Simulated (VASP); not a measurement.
# Be (Im-3m) in VASP: single point with PBE

Aim: the single point of Be with PBE.

All numbers are computed with VASP 6.6.1; they aren't measurements. Logs are shortened: lines on timing, memory, paths and dates and some standing lists are left out, and cuts for length are marked.

## 1. The cell of the first run

Symmetry: Im-3m, No. 229, cubic system. The conventional cell has a = 2.506 Å, b = 2.506 Å, c = 2.506 Å, α = 90.00°, β = 90.00°, γ = 90.00°. Be (site symmetry m-3m) has 14 Be at 2.17 to 2.51 Å within 2.9 Å.

## 2. Single point, PBE

INCAR reads:

```
PREC = Accurate
ENCUT = 600
EDIFF = 1E-6
ISMEAR = -5
SIGMA = 0.05
LREAL = False
LASPH = True
NELM = 120
ALGO = Normal
ISIF = 2
LWAVE = False
LCHARG = True
GGA = PE
LELF = True
LVHAR = True
NBANDS = 7
GGA_COMPAT = False
```

KPOINTS reads:

```
Automatic mesh
0
Gamma
  15 15 15
```

POSCAR reads:

```
Be
1.0
   -1.2531209513      1.2531209513      1.2531209513
    1.2531209513     -1.2531209513      1.2531209513
    1.2531209513      1.2531209513     -1.2531209513
Be
1
Direct
    0.0000000000      0.0000000000      0.0000000000
```

Potentials or basis: VASP PAW PBE potentials, release 64 (Be).

Started as:

```sh
> cat potpaw_PBE.64/Be/POTCAR > POTCAR
> mpirun -np 1 vasp_std > vasp.out
```

OUTCAR:

```text
PREC = Accurate
   ENCUT = 600
   EDIFF = 1E-6
   ISMEAR = -5
   LREAL = False
   LASPH = True
   NELM = 120
   ISIF = 2
   GGA = PE

 ion  position               nearest neighbor table
   1  0.000  0.000  0.000-

  LATTYP: Found a body centered cubic cell.
 ALAT       =     2.5062419026

  Lattice vectors:

 A1 = (  -1.2531209513,   1.2531209513,   1.2531209513)
 A2 = (   1.2531209513,  -1.2531209513,   1.2531209513)
 A3 = (   1.2531209513,   1.2531209513,  -1.2531209513)

Analysis of symmetry for initial positions (statically):
=====================================================================
 Subroutine PRICEL returns:
 Original cell was already a primitive cell.

 Routine SETGRP: Setting up the symmetry group for a
 body centered cubic supercell.

 Subroutine GETGRP returns: Found 48 space group operations
 (whereof 48 operations were pure point group operations)
 out of a pool of 48 trial point group operations.

The static configuration has the point symmetry O_h .

Analysis of symmetry for dynamics (positions and initial velocities):
=====================================================================
 Subroutine PRICEL returns:
 Original cell was already a primitive cell.

 Routine SETGRP: Setting up the symmetry group for a
 body centered cubic supercell.

 Subroutine GETGRP returns: Found 48 space group operations
 (whereof 48 operations were pure point group operations)
 out of a pool of 48 trial point group operations.

The dynamic configuration has the point symmetry O_h .

 Subroutine INISYM returns: Found 48 space group operations
 (whereof 48 operations are pure point group operations),
 and found     1 'primitive' translations

----------------------------------------------------------------------------------------

                                     Primitive cell

  volume of cell :       7.8712

  direct lattice vectors                    reciprocal lattice vectors
    -1.253120951  1.253120951  1.253120951     0.000000000  0.399003783  0.399003783
     1.253120951 -1.253120951  1.253120951     0.399003783  0.000000000  0.399003783
     1.253120951  1.253120951 -1.253120951     0.399003783  0.399003783  0.000000000

  length of vectors
     2.170469156  2.170469156  2.170469156     0.564276561  0.564276561  0.564276561

  position of ions in fractional coordinates (direct lattice)
     0.000000000  0.000000000  0.000000000

  ion indices of the primitive-cell ions
   primitive index   ion index
                 1           1

----------------------------------------------------------------------------------------

 KPOINTS: Automatic mesh

Automatic generation of k-mesh.
 Grid dimensions read from file:
 generate k-points for:   15   15   15

 Generating k-lattice:

  Cartesian coordinates                     Fractional coordinates (reciprocal lattice)
     0.000000000  0.026600252  0.026600252     0.066666667  0.000000000  0.000000000
     0.026600252  0.000000000  0.026600252     0.000000000  0.066666667  0.000000000
     0.026600252  0.026600252  0.000000000     0.000000000  0.000000000  0.066666667

  Length of vectors
     0.037618437  0.037618437  0.037618437

  Shift w.r.t. Gamma in fractional coordinates (k-lattice)
     0.000000000  0.000000000  0.000000000

 TETIRR: Found   3891 inequivalent tetrahedra from    20250

 Subroutine IBZKPT returns following result:
 ===========================================

 Found    120 irreducible k-points:

 Following reciprocal coordinates:
            Coordinates               Weight
  0.000000  0.000000  0.000000      1.000000
  0.066667  0.000000  0.000000     12.000000
  0.133333  0.000000  0.000000     12.000000
  0.200000  0.000000  0.000000     12.000000
  0.266667  0.000000  0.000000     12.000000
  0.333333  0.000000  0.000000     12.000000
[... 16 lines left out ...]
  0.333333  0.200000  0.000000     48.000000
  0.400000  0.200000 -0.000000     24.000000
 [... further k-points ...]
   k-points           NKPTS =    120   k-points in BZ     NKDIM =    120   number of bands    NBANDS=      7
   number of dos      NEDOS =    301   number of ions     NIONS =      1
   total plane-waves  NPLWV =   5832
   dimension x,y,z NGX =    18 NGY =   18 NGZ =   18
   dimension x,y,z NGXF=    36 NGYF=   36 NGZF=   36
   ions per type =               1
   NGX,Y,Z   is equivalent  to a cutoff of  13.79, 13.79, 13.79 a.u.
   NGXF,Y,Z  is equivalent  to a cutoff of  27.57, 27.57, 27.57 a.u.
 SYSTEM =  unknown system
   PREC   = accura    normal or accurate (medium, high low for compatibility)
   ISTART =      0    job   : 0-new  1-cont  2-samecut
   ICHARG =      2    charge: 1-file 2-atom 10-const
   ISPIN  =      1    spin polarized calculation?
   LNONCOLLINEAR =      F non collinear calculations
   LSORBIT =      F    spin-orbit coupling
   LASPH  =      T    aspherical Exc in radial PAW
   ENCUT  =  600.0 eV  44.10 Ry    6.64 a.u.   4.33  4.33  4.33*2*pi/ulx,y,z
   NELM   =    120;   NELMIN=  2; NELMDL= -5     # of ELM steps
   EDIFF  = 0.1E-05   stopping-criterion for ELM
   LREAL  =      F    real-space projection
   EDIFFG = 0.1E-04   stopping-criterion for IOM
   NSW    =      0    number of steps for IOM
   IBRION =     -1    ionic relax: 0-MD 1-quasi-New 2-CG
   NFREE  =      0    steps in history (QN), initial steepest desc. (CG)
   ISIF   =      2    stress and relaxation
   ISYM   =      2    0-nonsym 1-usesym 2-fastsym
   POTIM  = 0.5000    time-step for ionic-motion
   TEBEG  =    0.0;   TEEND  =   0.0 temperature during run
   PSTRESS=    0.0 pullay stress
   NELECT =       2.0000    total number of electrons
   NUPDOWN=      -1.0000    fix difference up-down
   EMIN   =  10.00;   EMAX   =-10.00  energy-range for DOS
   EFERMI =   0.00;   METHOD = LEGACY
   ISMEAR =    -5;   SIGMA  =   0.05  broadening in eV -4-tet -1-fermi 0-gaus
   EFERMI_NEDOS =   21; number of points for ismear=-14 and -15
   IALGO  =     38    algorithm
   IMIX   =      4    mixing-type and parameters
     AMIX     =   0.40;   BMIX     =  1.00
     AMIX_MAG =   1.60;   BMIX_MAG =  1.00
  volume/ion in A,a.u.               =       7.87        53.12
  Fermi-wavevector in a.u.,A,eV,Ry     =   1.036904  1.959464 14.628572  1.075170
  Thomas-Fermi vector in A             =   2.171317
   LORBIT       =      0    0 simple, 1 ext, 2 COOP (PROOUT), +10 PAW based schemes
   GGA     = PE    functional components
   LHFCALC =     F    Hartree Fock is set to
   AEXX    =    0.0000 exact exchange contribution
   IVDW    =     0    specifies the selected vdW correction
   LEPSILON=     F    determine dielectric tensor
   LRPA    =     F    only Hartree local field effects (RPA)
 non-spin polarized calculation
 Fermi weights with tetrahedron method with Bloechl corrections
  energy-cutoff  :      600.00
  volume of cell :        7.87
 maximum number of plane-waves:       272
 NGX is ok and might be reduce to    18
   NGX =  9   NGY =  9   NGZ =  9

 number of electron       2.0000000 magnetization

 Free energy of the ion-electron system (eV)
  ---------------------------------------------------
  ext. energy  EPLUGINS =         0.00000000
  ---------------------------------------------------
  free energy    TOTEN  =        -3.66698598 eV

  energy without entropy =       -3.66698598  energy(sigma->0) =       -3.66698598

 E-fermi :   8.0560     XC(G=0): -10.6268

 val. band max:        7.8290540981   @ k =   0.2667   0.2667   0.2000
 cond. band min:       7.7032765500   @ k =  -0.4000  -0.4000   0.2000
 fundamental gap:     -0.1257775480
 Fermi energy:         8.0559703463

 k-point     1 :       0.0000    0.0000    0.0000
  band No.  band energies     occupation
      1      -4.3149      2.00000
      2      27.2622      0.00000
      3      27.2622      0.00000
      4      27.2622      0.00000
      5      38.6198      0.00000
      6      38.6198      0.00000
      7      38.6198      0.00000

 k-point     2 :       0.0667    0.0000    0.0000
  band No.  band energies     occupation
      1      -4.1588      2.00000
      2      26.4880      0.00000
      3      26.6501      0.00000
      4      27.0800      0.00000
      5      36.6784      0.00000
      6      36.9362      0.00000
      7      39.6416      0.00000

 k-point     3 :       0.1333    0.0000    0.0000
  band No.  band energies     occupation
      1      -3.6904      2.00000
      2      24.1513      0.00000
      3      25.2744      0.00000
      4      26.5595      0.00000
      5      34.4094      0.00000
      6      34.5915      0.00000
      7      38.9061      0.00000

 k-point     4 :       0.2000    0.0000    0.0000
  band No.  band energies     occupation
      1      -2.9102      2.00000
      2      20.7778      0.00000
      3      23.7546      0.00000
      4      25.8022      0.00000
      5      32.5372      0.00000
      6      33.4496      0.00000
      7      38.8735      0.00000

 k-point     5 :       0.2667    0.0000    0.0000
  band No.  band energies     occupation
      1      -1.8239      2.00000
      2      17.1528      0.00000
      3      22.3945      0.00000
      4      24.9735      0.00000
      5      30.8705      0.00000
      6      33.2660      0.00000
      7      39.5772      0.00000
[... 161 lines left out ...]
 k-point    22 :       0.2667    0.2000    0.0000
  band No.  band energies     occupation
      1       1.4212      2.00000
      2      12.2050      0.00000
      3      16.3587      0.00000
      4      21.7128      0.00000
      5      34.2487      0.00000
      6      35.3203      0.00000
      7      42.7581      0.00000

 k-point    23 :       0.3333    0.2000    0.0000
  band No.  band energies     occupation
      1       3.0874      2.00000
      2       9.6166     -0.00795
      3      15.7199      0.00000
      4      21.2935      0.00000
      5      34.4831      0.00000
      6      36.1852      0.00000
      7      42.6033      0.00000

 k-point    24 :       0.4000    0.2000   -0.0000
  band No.  band energies     occupation
      1       4.1006      2.00000
      2       8.2794      0.02850
      3      15.5169      0.00000
      4      21.1512      0.00000
      5      34.5205      0.00000
      6      36.7320      0.00000
      7      41.8135      0.00000

 [... further k-points ...]
[... 5 lines left out ...]
  --------------------------------------------------------------------------------------
  -------------------------------------------------------------------------------------
  Total       -0.0340939     -0.0340939     -0.0340939     -0.0000000      0.0000000     -0.0000000
  in kB       -6.9398150     -6.9398150     -6.9398150     -0.0000000      0.0000000     -0.0000000
  external PRESSURE =      -6.9398150 kB  Pullay stress =       0.0000000 kB

 VOLUME and BASIS-vectors are now :
 -----------------------------------------------------------------------------
  energy-cutoff  :      600.00
  volume of cell :        7.87
      direct lattice vectors                 reciprocal lattice vectors
    -1.253120951  1.253120951  1.253120951     0.000000000  0.399003783  0.399003783
     1.253120951 -1.253120951  1.253120951     0.399003783  0.000000000  0.399003783
     1.253120951  1.253120951 -1.253120951     0.399003783  0.399003783  0.000000000

 POSITION                                       TOTAL-FORCE (eV/Angst)
 -----------------------------------------------------------------------------------
      0.00000      0.00000      0.00000        -0.000000     -0.000000      0.000000
 -----------------------------------------------------------------------------------
    total drift:                                0.000000      0.000000     -0.000000

  FREE ENERGIE OF THE ION-ELECTRON SYSTEM (eV)
  ---------------------------------------------------
  free  energy   TOTEN  =        -3.6669859769 eV

  energy  without entropy=       -3.6669859769  energy(sigma->0) =       -3.66698598
```

Wall time 3.5 s (1 thread of Intel Xeon 6975P-C (Granite Rapids), shared host); peak memory 0.12 GiB.

What came out:

| Quantity | Value |
| --- | --- |
| Free energy | -3.6670 eV |
| Pressure | -0.7 GPa |
| Band gap on the k mesh | zero (band 1 reaches 10.98 eV, above the bottom of band 2 at 6.57 eV) |

Caveat: tetrahedron occupations give inexact forces and stress in metals.
